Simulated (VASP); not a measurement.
# Ta (Im-3m) in VASP: notebook

The runs below take Ta through relaxation of cell and atoms, with PBEsol.

All numbers are computed with VASP 6.6.1; they aren't measurements. Logs are shortened: lines on timing, memory, paths and dates and some standing lists are left out, and cuts for length are marked.

### Step 1. The cell of the first run

It takes space group Im-3m (No. 229, cubic). The conventional cell has a = 3.303 Å, b = 3.303 Å, c = 3.303 Å, α = 90.00°, β = 90.00°, γ = 90.00°. Ta (site symmetry m-3m) has 14 Ta at 2.86 to 3.30 Å within 3.8 Å.

### Step 2. Relaxation of cell and atoms, PBEsol, target pressure 5 GPa, at which the enthalpy is minimised

Input file INCAR:

```
SYSTEM = Ta
PREC = Accurate ; ENCUT = 600
EDIFF = 1E-6 ; ISMEAR = -1
SIGMA = 0.05 ; LREAL = .FALSE.
LASPH = .TRUE. ; NELM = 100
ALGO = Normal ; ISIF = 3
LWAVE = .FALSE. ; LCHARG = .FALSE.
GGA = PS ; IBRION = 2
NSW = 60 ; EDIFFG = -0.01
PSTRESS = 50.0
```

Input file KPOINTS:

```
regular mesh
0
G
  11 11 11
  0 0 0
```

Input file POSCAR:

```
Ta
1.0
   -1.6512800000      1.6512800000      1.6512800000
    1.6512800000     -1.6512800000      1.6512800000
    1.6512800000      1.6512800000     -1.6512800000
Ta
1
Direct
    0.0000000000      0.0000000000      0.0000000000
```

Potentials or basis: VASP PAW PBE potentials, release 64 (Ta_pv).

On the command line:

```bash
cat potpaw_PBE.64/Ta_pv/POTCAR > POTCAR
mpirun -np 1 vasp_std > vasp.out
```

OUTCAR:

```text
SYSTEM = Ta
   PREC = Accurate
   ENCUT = 600
   EDIFF = 1E-6
   ISMEAR = -1
   LREAL = .FALSE.
   LASPH = .TRUE.
   NELM = 100
   ISIF = 3
   GGA = PS
   IBRION = 2
   NSW = 60
   EDIFFG = -0.01
   PSTRESS = 50.0

 ion  position               nearest neighbor table
   1  0.000  0.000  0.000-

  LATTYP: Found a body centered cubic cell.
 ALAT       =     3.3025600000

  Lattice vectors:

 A1 = (  -1.6512800000,   1.6512800000,   1.6512800000)
 A2 = (   1.6512800000,  -1.6512800000,   1.6512800000)
 A3 = (   1.6512800000,   1.6512800000,  -1.6512800000)

Analysis of symmetry for initial positions (statically):
=====================================================================
 Subroutine PRICEL returns:
 Original cell was already a primitive cell.

 Routine SETGRP: Setting up the symmetry group for a
 body centered cubic supercell.

 Subroutine GETGRP returns: Found 48 space group operations
 (whereof 48 operations were pure point group operations)
 out of a pool of 48 trial point group operations.

The static configuration has the point symmetry O_h .

Analysis of symmetry for dynamics (positions and initial velocities):
=====================================================================
 Subroutine PRICEL returns:
 Original cell was already a primitive cell.

 Routine SETGRP: Setting up the symmetry group for a
 body centered cubic supercell.

 Subroutine GETGRP returns: Found 48 space group operations
 (whereof 48 operations were pure point group operations)
 out of a pool of 48 trial point group operations.

The dynamic configuration has the point symmetry O_h .

 Subroutine INISYM returns: Found 48 space group operations
 (whereof 48 operations are pure point group operations),
 and found     1 'primitive' translations

----------------------------------------------------------------------------------------

                                     Primitive cell

  volume of cell :      18.0104

  direct lattice vectors                    reciprocal lattice vectors
    -1.651280000  1.651280000  1.651280000     0.000000000  0.302795407  0.302795407
     1.651280000 -1.651280000  1.651280000     0.302795407  0.000000000  0.302795407
     1.651280000  1.651280000 -1.651280000     0.302795407  0.302795407  0.000000000

  length of vectors
     2.860100858  2.860100858  2.860100858     0.428217371  0.428217371  0.428217371

  position of ions in fractional coordinates (direct lattice)
     0.000000000  0.000000000  0.000000000

  ion indices of the primitive-cell ions
   primitive index   ion index
                 1           1

----------------------------------------------------------------------------------------

 KPOINTS: regular mesh

Automatic generation of k-mesh.
 Grid dimensions read from file:
 generate k-points for:   11   11   11

 Generating k-lattice:

  Cartesian coordinates                     Fractional coordinates (reciprocal lattice)
     0.000000000  0.027526855  0.027526855     0.090909091  0.000000000  0.000000000
     0.027526855  0.000000000  0.027526855     0.000000000  0.090909091  0.000000000
     0.027526855  0.027526855  0.000000000     0.000000000  0.000000000  0.090909091

  Length of vectors
     0.038928852  0.038928852  0.038928852

  Shift w.r.t. Gamma in fractional coordinates (k-lattice)
     0.000000000  0.000000000  0.000000000

 Subroutine IBZKPT returns following result:
 ===========================================

 Found     56 irreducible k-points:

 Following reciprocal coordinates:
            Coordinates               Weight
  0.000000  0.000000  0.000000      1.000000
  0.090909  0.000000  0.000000     12.000000
  0.181818  0.000000  0.000000     12.000000
  0.272727  0.000000  0.000000     12.000000
  0.363636  0.000000  0.000000     12.000000
  0.454545  0.000000  0.000000     12.000000
[... 16 lines left out ...]
  0.272727  0.181818  0.090909     48.000000
  0.363636  0.181818  0.090909     24.000000
 [... further k-points ...]
   k-points           NKPTS =     56   k-points in BZ     NKDIM =     56   number of bands    NBANDS=      9
   number of dos      NEDOS =    301   number of ions     NIONS =      1
   total plane-waves  NPLWV =  13824
   dimension x,y,z NGX =    24 NGY =   24 NGZ =   24
   dimension x,y,z NGXF=    48 NGYF=   48 NGZF=   48
   ions per type =               1
   NGX,Y,Z   is equivalent  to a cutoff of  13.95, 13.95, 13.95 a.u.
   NGXF,Y,Z  is equivalent  to a cutoff of  27.90, 27.90, 27.90 a.u.
 SYSTEM =  Ta
   PREC   = accura    normal or accurate (medium, high low for compatibility)
   ISTART =      0    job   : 0-new  1-cont  2-samecut
   ICHARG =      2    charge: 1-file 2-atom 10-const
   ISPIN  =      1    spin polarized calculation?
   LNONCOLLINEAR =      F non collinear calculations
   LSORBIT =      F    spin-orbit coupling
   LASPH  =      T    aspherical Exc in radial PAW
   ENCUT  =  600.0 eV  44.10 Ry    6.64 a.u.   5.71  5.71  5.71*2*pi/ulx,y,z
   NELM   =    100;   NELMIN=  2; NELMDL= -5     # of ELM steps
   EDIFF  = 0.1E-05   stopping-criterion for ELM
   LREAL  =      F    real-space projection
   EDIFFG = -.1E-01   stopping-criterion for IOM
   NSW    =     60    number of steps for IOM
   IBRION =      2    ionic relax: 0-MD 1-quasi-New 2-CG
   NFREE  =      1    steps in history (QN), initial steepest desc. (CG)
   ISIF   =      3    stress and relaxation
   ISYM   =      2    0-nonsym 1-usesym 2-fastsym
   POTIM  = 0.5000    time-step for ionic-motion
   TEBEG  =    0.0;   TEEND  =   0.0 temperature during run
   PSTRESS=   50.0 pullay stress
   NELECT =      11.0000    total number of electrons
   NUPDOWN=      -1.0000    fix difference up-down
   EMIN   =  10.00;   EMAX   =-10.00  energy-range for DOS
   EFERMI =   0.00;   METHOD = LEGACY
   ISMEAR =    -1;   SIGMA  =   0.05  broadening in eV -4-tet -1-fermi 0-gaus
   EFERMI_NEDOS =   21; number of points for ismear=-14 and -15
   IALGO  =     38    algorithm
   IMIX   =      4    mixing-type and parameters
     AMIX     =   0.40;   BMIX     =  1.00
     AMIX_MAG =   1.60;   BMIX_MAG =  1.00
  volume/ion in A,a.u.               =      18.01       121.54
  Fermi-wavevector in a.u.,A,eV,Ry     =   1.388988  2.624806 26.249534  1.929286
  Thomas-Fermi vector in A             =   2.513061
   LORBIT       =      0    0 simple, 1 ext, 2 COOP (PROOUT), +10 PAW based schemes
   GGA     = PS    functional components
   LHFCALC =     F    Hartree Fock is set to
   AEXX    =    0.0000 exact exchange contribution
   IVDW    =     0    specifies the selected vdW correction
   LEPSILON=     F    determine dielectric tensor
   LRPA    =     F    only Hartree local field effects (RPA)
 conjugate gradient relaxation of ions
 non-spin polarized calculation
  energy-cutoff  :      600.00
  volume of cell :       18.01
 maximum number of plane-waves:       615
   NGX = 11   NGY = 11   NGZ = 11

--------------------------------------- Ionic step        1  -------------------------------------------

 number of electron      11.0000002 magnetization

 Free energy of the ion-electron system (eV)
  ---------------------------------------------------
  ext. energy  EPLUGINS =         0.00000000
  ---------------------------------------------------
  free energy    TOTEN  =       -12.55672732 eV

  energy without entropy =      -12.54871379  energy(sigma->0) =      -12.55272056

------------------------ aborting loop because EDIFF is reached ----------------------------------------

  FORCE on cell =-STRESS in cart. coord.  units (eV):
  Direction    XX          YY          ZZ          XY          YZ          ZX
  --------------------------------------------------------------------------------------
  -------------------------------------------------------------------------------------
  Total       -0.4671493     -0.4671493     -0.4671493      0.0000000     -0.0000000      0.0000000
  in kB      -41.5569909    -41.5569909    -41.5569909      0.0000000     -0.0000000      0.0000000
  external PRESSURE =     -91.5569909 kB  Pullay stress =      50.0000000 kB
[... 96 lines left out ...]
  enthalpy is  TOTEN    =       -12.0169095612 eV   P V=        0.5397454053

--------------------------------------- Ionic step        4  -------------------------------------------

 number of electron      11.0000000 magnetization

 Free energy of the ion-electron system (eV)
  ---------------------------------------------------
  ext. energy  EPLUGINS =         0.00000000
  ---------------------------------------------------
  free energy    TOTEN  =       -12.55574037 eV

  energy without entropy =      -12.54939513  energy(sigma->0) =      -12.55256775

 E-fermi :   5.6634     XC(G=0): -12.9468

 val. band max:        5.5796721348   @ k =  -0.4545  -0.4545   0.0909
 cond. band min:       5.7517657483   @ k =  -0.1818   0.2727   0.0909
 fundamental gap:      0.1720936135
 Fermi energy:         5.6634232868

 k-point     1 :       0.0000    0.0000    0.0000
  band No.  band energies     occupation
      1     -27.1888      2.00000
      2     -27.1888      2.00000
      3     -27.1888      2.00000
      4      -2.4233      2.00000
      5       6.3840      0.00000
      6       6.3840      0.00000
      7       6.3840      0.00000
      8       9.8079      0.00000
      9       9.8079      0.00000
[... 265 lines left out ...]
 k-point    24 :       0.3636    0.1818    0.0909
  band No.  band energies     occupation
      1     -28.3081      2.00000
      2     -27.8066      2.00000
      3     -27.4137      2.00000
      4       2.7158      2.00000
      5       3.9837      2.00000
      6       5.7884      0.15167
      7      10.2882      0.00000
      8      10.8975      0.00000
      9      15.2662      0.00000

 [... further k-points ...]
[... 5 lines left out ...]
  --------------------------------------------------------------------------------------
  -------------------------------------------------------------------------------------
  Total        0.5329065      0.5329065      0.5329065      0.0000000      0.0000000     -0.0000000
  in kB       49.4550471     49.4550471     49.4550471      0.0000000      0.0000000     -0.0000000
  external PRESSURE =      -0.5449529 kB  Pullay stress =      50.0000000 kB
[... 16 lines left out ...]
  FREE ENERGIE OF THE ION-ELECTRON SYSTEM (eV)
  ---------------------------------------------------
  free  energy   TOTEN  =       -12.5557403735 eV

  energy  without entropy=      -12.5493951327  energy(sigma->0) =      -12.55256775

  enthalpy is  TOTEN    =       -12.0169617105 eV   P V=        0.5387786630

 reached required accuracy - stopping structural energy minimisation
```

Wall time 27 s (1 thread of AMD EPYC 7R43 (Zen 3), shared host); peak memory 0.12 GiB.

What came out:

```
Free energy                                            : -12.5557 eV
Relaxed volume                                         : 17.26 Å³/atom
Relaxed cell                                           : a = 2.820 Å, b = 2.820 Å, c = 2.820 Å, α = 109.47°, β = 109.47°, γ = 109.47°
Space group after relaxing (to 0.05 Å)                 : Im-3m (No. 229)
Energy change on relaxing (the enthalpy is what falls) : +1.0 meV/atom
Ionic steps                                            : 4
Pressure after relaxing                                : 4.9 GPa
```

The path:
| step | energy change (eV) | largest force (eV/Å) | pressure (GPa) | volume (Å³) |
| --- | --- | --- | --- | --- |
| 1 | 0.0000 | 0.0000 | -4.16 | 18.01 |
| 2 | 0.2241 | 0.0000 | 37.41 | 15.46 |
| 3 | 0.0001 | 0.0000 | 4.52 | 17.30 |
| 4 | 0.0010 | 0.0000 | 4.95 | 17.26 |

Final structure:
```
Ta
1.0
    -1.62816    1.62816    1.62816
     1.62816   -1.62816    1.62816
     1.62816    1.62816   -1.62816
Ta
1
Direct
  0.00000 0.00000 0.00000
```

Caveat: the cell is relaxed towards a set pressure, so the enthalpy falls and the energy may rise; the PAW data sets were made with another functional, which shifts forces and pressure a little; spin-orbit coupling is left out, which moves the levels of the heavy elements.

### Step 3. Relaxation of cell and atoms, PBEsol, target pressure 10 GPa, at which the enthalpy is minimised

Input file INCAR:

```
PREC = Accurate ; ENCUT = 600
EDIFF = 1E-7 ; ISMEAR = -1
SIGMA = 0.05 ; LREAL = False
LASPH = True ; NELM = 100
ALGO = Normal ; ISIF = 3
LWAVE = False ; LCHARG = False
GGA = PS ; IBRION = 2
NSW = 60 ; EDIFFG = -0.01
PSTRESS = 100.0
```

Input file KPOINTS:

```
regular mesh
0
Gamma
  11 11 11
```

POSCAR is that of step 2.

Potentials or basis: VASP PAW PBE potentials, release 64 (Ta_pv).

On the command line:

```bash
cat potpaw_PBE.64/Ta_pv/POTCAR > POTCAR
mpirun -np 1 vasp_std > vasp.out
```

Run time: 49 s. Hardware: 1 thread of AMD EPYC 7R43 (Zen 3), shared host; peak memory 0.12 GiB.

The run converged. Its results:

| Item | Value |
| --- | --- |
| Free energy | -12.5395 eV |
| Relaxed volume | 16.91 Å³/atom |
| Relaxed cell | a = 2.801 Å, b = 2.801 Å, c = 2.801 Å, α = 109.47°, β = 109.47°, γ = 109.47° |
| Space group after relaxing (to 0.05 Å) | Im-3m (No. 229) |
| Energy change on relaxing (the enthalpy is what falls) | +17.2 meV/atom |
| Ionic steps | 7 |
| Pressure after relaxing | 10.0 GPa |

Step by step:
| step | energy change (eV) | largest force (eV/Å) | pressure (GPa) | volume (Å³) |
| --- | --- | --- | --- | --- |
| 1 | 0.0000 | 0.0000 | -4.16 | 18.01 |
| 2 | 0.6585 | 0.0000 | 72.89 | 14.17 |
| 3 | 0.0123 | 0.0000 | 8.73 | 17.00 |
| 4 | 0.0164 | 0.0000 | 9.80 | 16.93 |
| 5 | 0.0177 | 0.0000 | 10.12 | 16.91 |
| 6 | 0.0161 | 0.0000 | 9.72 | 16.93 |
| 7 | 0.0172 | 0.0000 | 10.01 | 16.91 |

Final structure:
```
CELL_PARAMETERS angstrom
-1.61707 1.61707 1.61707
1.61707 -1.61707 1.61707
1.61707 1.61707 -1.61707
ATOMIC_POSITIONS crystal
Ta 0.00000 0.00000 0.00000
```

Levels at points of the mesh, in eV from the Fermi level:
```csv
k point,band 2,band 3,band 4,band 5,band 6,band 7,band 8,band 9
"(0.00, 0.00, 0.00)",-32.77,-32.77,-8.16,0.72,0.72,0.72,4.22,4.22
```

Caveat: the cell is relaxed towards a set pressure, so the enthalpy falls and the energy may rise; the PAW data sets were made with another functional, which shifts forces and pressure a little; spin-orbit coupling is left out, which moves the levels of the heavy elements.
